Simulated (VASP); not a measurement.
# TaN (Fm-3m) in VASP: a series of runs, part 2 of 2

VASP 6.6.1.

## 4. Single point, r2SCAN+U

File POSCAR:

```
TaN
1.0
    0.0000000000      2.2113230000      2.2113230000
    2.2113230000      0.0000000000      2.2113230000
    2.2113230000      2.2113230000      0.0000000000
Ta N
1 1
Direct
    0.5000000000      0.5000000000      0.5000000000
    0.0000000000      0.0000000000      0.0000000000
```

File INCAR.step1:

```
PREC = Accurate
ENCUT = 770
ISMEAR = -1
SIGMA = 0.05
LREAL = F
LASPH = T
NELM = 200
LMAXMIX = 4
LDAU = T
LDAUTYPE = 2
LDAUL = 2 -1
LDAUU = 2 0
LDAUJ = 0 0
NBANDS = 16
GGA = PE
ALGO = Normal
EDIFF = 1E-5
LWAVE = T
LCHARG = F
GGA_COMPAT = F
```

File INCAR.step2:

```
PREC = Accurate
ENCUT = 770
EDIFF = 1E-6
ISMEAR = -1
SIGMA = 0.05
LREAL = F
LASPH = T
NELM = 200
ALGO = Normal
ISIF = 2
LWAVE = F
LCHARG = F
LMAXMIX = 4
LDAU = T
LDAUTYPE = 2
LDAUL = 2 -1
LDAUU = 2 0
LDAUJ = 0 0
LDAUPRINT = 1
METAGGA = R2SCAN
LMIXTAU = T
NBANDS = 16
ISTART = 1
GGA_COMPAT = F
```

File KPOINTS:

```
regular mesh
0
Gamma
  10 10 10
```

Potentials or basis: VASP PAW PBE potentials, release 64 (Ta_sv_GW, N).

Started as:

```
$ cat potpaw_PBE.64/Ta_sv_GW/POTCAR potpaw_PBE.64/N/POTCAR > POTCAR
$ cp INCAR.step1 INCAR
$ mpirun -np 1 vasp_std > vasp.out
$ cp INCAR.step2 INCAR
$ mpirun -np 1 vasp_std > vasp.out
```

OUTCAR:

```text
PREC = Accurate
   ENCUT = 770
   EDIFF = 1E-6
   ISMEAR = -1
   LREAL = F
   LASPH = T
   NELM = 200
   ISIF = 2
   METAGGA = R2SCAN
   ISTART = 1

 ion  position               nearest neighbor table
   1  0.500  0.500  0.500-   2 2.21   2 2.21   2 2.21   2 2.21   2 2.21   2 2.21
   2  0.000  0.000  0.000-   1 2.21   1 2.21   1 2.21   1 2.21   1 2.21   1 2.21

  LATTYP: Found a face centered cubic cell.
 ALAT       =     4.4226460000

  Lattice vectors:

[... 680 lines left out ...]

  FORCE on cell =-STRESS in cart. coord.  units (eV):
  Direction    XX          YY          ZZ          XY          YZ          ZX
  --------------------------------------------------------------------------------------
  -------------------------------------------------------------------------------------
  Total       -0.0523350     -0.0523350     -0.0523350     -0.0000000      0.0000000     -0.0000000
  in kB       -3.8771862     -3.8771862     -3.8771862     -0.0000000      0.0000000     -0.0000000
  external PRESSURE =      -3.8771862 kB  Pullay stress =       0.0000000 kB

 VOLUME and BASIS-vectors are now :
 -----------------------------------------------------------------------------
  energy-cutoff  :      770.00
  volume of cell :       21.63
      direct lattice vectors                 reciprocal lattice vectors
     0.000000000  2.211323000  2.211323000    -0.226108985  0.226108985  0.226108985
     2.211323000  0.000000000  2.211323000     0.226108985 -0.226108985  0.226108985
     2.211323000  2.211323000  0.000000000     0.226108985  0.226108985 -0.226108985

 POSITION                                       TOTAL-FORCE (eV/Angst)
 -----------------------------------------------------------------------------------
      2.21132      2.21132      2.21132         0.000000      0.000000      0.000000
      0.00000      0.00000      0.00000        -0.000000     -0.000000     -0.000000
 -----------------------------------------------------------------------------------
    total drift:                                0.000000      0.000000      0.000000

  FREE ENERGIE OF THE ION-ELECTRON SYSTEM (eV)
  ---------------------------------------------------
  free  energy   TOTEN  =       -60.4292053279 eV

  energy  without entropy=      -60.4245295939  energy(sigma->0) =      -60.42686746
```

OSZICAR.step1:

```text
N       E                     dE             d eps       ncg     rms          rms(c)
DAV:   1     0.147694723650E+03    0.14769E+03   -0.13883E+04  1504   0.155E+03
DAV:   2    -0.203101047004E+02   -0.16800E+03   -0.16100E+03  2208   0.400E+02
DAV:   3    -0.268737485236E+02   -0.65636E+01   -0.65304E+01  1768   0.705E+01
DAV:   4    -0.270043276049E+02   -0.13058E+00   -0.13058E+00  2200   0.746E+00
DAV:   5    -0.270068895635E+02   -0.25620E-02   -0.25620E-02  1776   0.715E-01    0.434E+01
DAV:   6    -0.227230155268E+02    0.42839E+01   -0.93188E+00  1856   0.287E+01    0.492E+01
DAV:   7    -0.226362629927E+02    0.86753E-01   -0.49624E-01  1528   0.596E+00    0.266E+01
DAV:   8    -0.225778021050E+02    0.58461E-01   -0.17624E-01  1872   0.368E+00    0.307E+00
DAV:   9    -0.225756496920E+02    0.21524E-02   -0.85547E-03  1896   0.856E-01    0.954E-01
DAV:  10    -0.225755838567E+02    0.65835E-04   -0.18140E-03  1576   0.397E-01    0.168E-01
DAV:  11    -0.225756077628E+02   -0.23906E-04   -0.97204E-05  1848   0.122E-01    0.213E-01
DAV:  12    -0.225756012299E+02    0.65329E-05   -0.16750E-05  1304   0.408E-02
   1 F= -.22575601E+02 E0= -.22573188E+02  d E =-.482616E-02
```

Run time: 2.7 min. Hardware: 1 thread of AMD EPYC 7R43 (Zen 3), shared host; peak memory 0.15 GiB.

What came out:

* Free energy: -60.4292 eV
* Pressure: -0.4 GPa
* Band gap on the k mesh: zero (bands 9 and 10 overlap by 4.03 eV)

Levels at points of the mesh, in eV from the Fermi level:
| k point | band 6 | band 7 | band 8 | band 9 | band 10 | band 11 | band 12 | band 13 |
| --- | --- | --- | --- | --- | --- | --- | --- | --- |
| (0.00, 0.00, 0.00) | -4.25 | -4.25 | -4.25 | -2.09 | -2.09 | -2.09 | 0.34 | 0.34 |
| (0.50, 0.00, 0.00) | -10.85 | -7.86 | -7.86 | 1.93 | 1.93 | 1.99 | 3.67 | 7.77 |
| (0.50, 0.50, 0.00) | -7.27 | -5.53 | -5.13 | -5.13 | 2.40 | 3.53 | 3.53 | 4.65 |

Eigenvalues of the final occupation matrices:
```
    site  spin  trace               eigenvalues
site 1 d     1   1.15  0.19 0.19 0.26 0.26 0.26
site 1 d     2   1.15  0.19 0.19 0.26 0.26 0.26
```

Caveat: the PAW data sets were made with another functional, which shifts forces and pressure a little; spin-orbit coupling is left out, which moves the levels of the heavy elements; U without spin polarisation on a metal has little footing.

## 5. Single point, r2SCAN+rVV10

This run uses another cell than the first one, of 10.55 Å³/atom.

File POSCAR:

```
TaN
1.0
    0.0000000000      2.1933626902      2.1933626902
    2.1933626902      0.0000000000      2.1933626902
    2.1933626902      2.1933626902      0.0000000000
Ta N
1 1
Direct
    0.5000000000      0.5000000000      0.5000000000
    0.0000000000      0.0000000000      0.0000000000
```

File INCAR.step1:

```
SYSTEM = TaN
ALGO     = Normal         ! electronic algorithm
EDIFF    = 1E-5           ! SCF threshold, eV
ENCUT    = 770            ! plane-wave cutoff, eV
GGA      = PE             ! functional
GGA_COMPAT= .FALSE.      
ISMEAR   = -1             ! smearing method
LASPH    = .TRUE.         ! aspherical terms in the spheres
LCHARG   = .FALSE.        ! write CHGCAR
LREAL    = .FALSE.        ! projectors in reciprocal space
LWAVE    = .TRUE.         ! write WAVECAR
NBANDS   = 16             ! bands
NELM     = 120            ! most SCF steps
PREC     = Accurate       ! precision mode
SIGMA    = 0.05           ! smearing width, eV
```

File INCAR.step2:

```
SYSTEM = TaN
ALGO     = Normal         ! electronic algorithm
BPARAM   = 11.95        
CPARAM   = 0.0093       
EDIFF    = 1E-6           ! SCF threshold, eV
ENCUT    = 770            ! plane-wave cutoff, eV
GGA_COMPAT= .FALSE.      
ISIF     = 2              ! what is computed and relaxed
ISMEAR   = -1             ! smearing method
ISTART   = 1            
IVDW_NL  = 2            
LASPH    = .TRUE.         ! aspherical terms in the spheres
LCHARG   = .TRUE.         ! write CHGCAR
LELF     = .TRUE.         ! ELF
LMIXTAU  = .TRUE.       
LREAL    = .FALSE.        ! projectors in reciprocal space
LUSE_VDW = .TRUE.       
LVHAR    = .TRUE.       
LWAVE    = .FALSE.        ! write WAVECAR
METAGGA  = R2SCAN         ! meta-GGA
NBANDS   = 16             ! bands
NELM     = 120            ! most SCF steps
PREC     = Accurate       ! precision mode
SIGMA    = 0.05           ! smearing width, eV
```

File KPOINTS:

```
k-points
0
G
  10 10 10
  0 0 0
```

Started as:

```
$ cat potpaw_PBE.64/Ta_sv_GW/POTCAR potpaw_PBE.64/N/POTCAR > POTCAR
$ cp INCAR.step1 INCAR
$ mpirun -np 1 vasp_std > vasp.out
$ cp INCAR.step2 INCAR
$ mpirun -np 1 vasp_std > vasp.out
```

Wall time 1.8 min (1 thread of Intel Xeon Platinum 8488C (Sapphire Rapids), shared host); peak memory 0.29 GiB.

It converged, with:

```
Free energy            : -61.8070 eV
Pressure               : 0.4 GPa
Band gap on the k mesh : zero (bands 9 and 10 overlap by 4.14 eV)
```

Levels at points of the mesh, in eV from the Fermi level:
```tsv
k point	band 5	band 6	band 7	band 8	band 9	band 10	band 11	band 12	band 13	band 14
(0.00, 0.00, 0.00)	-20.08	-4.18	-4.18	-4.18	-2.20	-2.20	-2.20	0.15	0.15	1.79
(0.50, 0.00, 0.00)	-17.02	-10.91	-8.05	-8.05	1.94	1.94	2.07	4.00	7.91	7.91
(0.50, 0.50, 0.00)	-18.84	-7.13	-5.69	-5.03	-5.03	2.26	3.58	3.58	4.80	7.46
```

Caveat: the PAW data sets were made with another functional, which shifts forces and pressure a little; spin-orbit coupling is left out, which moves the levels of the heavy elements.

## 6. Single point, r2SCAN+U

File POSCAR:

```
TaN
1.0
    0.0000000000      2.2113230000      2.2113230000
    2.2113230000      0.0000000000      2.2113230000
    2.2113230000      2.2113230000      0.0000000000
Ta N
1 1
Direct
    0.5000000000      0.5000000000      0.5000000000
    0.0000000000      0.0000000000      0.0000000000
```

File INCAR.step1:

```
SYSTEM = TaN
ALGO = Normal ; EDIFF = 1E-5
ENCUT = 770 ; GGA = PE
GGA_COMPAT = .FALSE. ; ISMEAR = -1
LASPH = .TRUE. ; LCHARG = .FALSE.
LDAU = .TRUE. ; LDAUJ = 0 0
LDAUL = 2 -1 ; LDAUTYPE = 2
LDAUU = 3 0 ; LMAXMIX = 4
LREAL = .FALSE. ; LWAVE = .TRUE.
NBANDS = 16 ; NELM = 200
PREC = Accurate ; SIGMA = 0.05
```

File INCAR.step2:

```
SYSTEM = TaN
ALGO = Normal ; EDIFF = 1E-6
ENCUT = 770 ; GGA_COMPAT = .FALSE.
ISIF = 2 ; ISMEAR = -1
ISTART = 1 ; LASPH = .TRUE.
LCHARG = .FALSE. ; LDAU = .TRUE.
LDAUJ = 0 0 ; LDAUL = 2 -1
LDAUPRINT = 1 ; LDAUTYPE = 2
LDAUU = 3 0 ; LMAXMIX = 4
LMIXTAU = .TRUE. ; LREAL = .FALSE.
LWAVE = .FALSE. ; METAGGA = R2SCAN
NBANDS = 16 ; NELM = 200
PREC = Accurate ; SIGMA = 0.05
```

KPOINTS is that of step 5.

Potentials or basis: VASP PAW PBE potentials, release 64 (Ta_sv_GW, N).

Started as:

```
$ cat potpaw_PBE.64/Ta_sv_GW/POTCAR potpaw_PBE.64/N/POTCAR > POTCAR
$ cp INCAR.step1 INCAR
$ mpirun -np 1 vasp_std > vasp.out
$ cp INCAR.step2 INCAR
$ mpirun -np 1 vasp_std > vasp.out
```

Run time: 2.3 min. Hardware: 1 thread of Intel Xeon Platinum 8259CL at 2.50GHz (Skylake/Cascade Lake), shared host; peak memory 0.19 GiB.

It converged, with:

```yaml
Free_energy: -59.5538 eV
Pressure: 2.6 GPa
Band_gap_on_the_k_mesh: zero (bands 9 and 10 overlap by 4.05 eV)
```

Levels at points of the mesh, in eV from the Fermi level:
```tsv
k point	band 7	band 8	band 9	band 10	band 11	band 12
(0.00, 0.00, 0.00)	-4.32	-4.32	-2.07	-2.07	-2.07	0.45
(0.50, 0.00, 0.00)	-7.86	-7.86	1.98	1.98	1.99	3.52
(0.50, 0.50, 0.00)	-5.54	-5.21	-5.21	2.53	3.58	3.58
```

Eigenvalues of the final occupation matrices:
```csv
site,spin,trace,eigenvalues
site 1 d,1,1.13,0.18 0.18 0.26 0.26 0.26
site 1 d,2,1.13,0.18 0.18 0.26 0.26 0.26
```

Caveat: the PAW data sets were made with another functional, which shifts forces and pressure a little; spin-orbit coupling is left out, which moves the levels of the heavy elements; U without spin polarisation on a metal has little footing.

## 7. The runs side by side

| level | potentials or basis | spin | U | cell | k mesh | cutoff (eV) | smearing | gap on the mesh (eV) | pressure (GPa) |
| --- | --- | --- | --- | --- | --- | --- | --- | --- | --- |
| PBEsol | VASP PAW PBE potentials, release 64 (Ta_pv, N) | non-collinear, zero start, SOC | - | a = 3.127 Å, angles 60.0°, 2 atoms | 9 × 9 × 9 | 520 | methfessel-paxton 0.05 eV | - | -9.3 |
| r2SCAN+U | VASP PAW PBE potentials, release 64 (Ta_sv_GW, N) | off | Ta d U = 2.0 eV | a = 3.127 Å, angles 60.0°, 2 atoms | 10 × 10 × 10 | 770 | fermi-dirac 0.05 eV | none | -0.4 |
| r2SCAN+rVV10 | VASP PAW PBE potentials, release 64 (Ta_sv_GW, N) | off | - | a = 3.102 Å, angles 60.0°, 2 atoms | 10 × 10 × 10 | 770 | fermi-dirac 0.05 eV | none | 0.4 |
| r2SCAN+U | VASP PAW PBE potentials, release 64 (Ta_sv_GW, N) | off | Ta d U = 3.0 eV | a = 3.127 Å, angles 60.0°, 2 atoms | 10 × 10 × 10 | 770 | fermi-dirac 0.05 eV | none | 2.6 |

Alike in all rows: task single point.

Caveats: the PAW data sets were made with another functional, which shifts forces and pressure a little; spin-orbit coupling is left out, which moves the levels of the heavy elements (at least some runs); U without spin polarisation on a metal has little footing (at least some runs); the cell stands under tension (at least some runs).

Absolute energies hang on the potentials; compare differences alone.
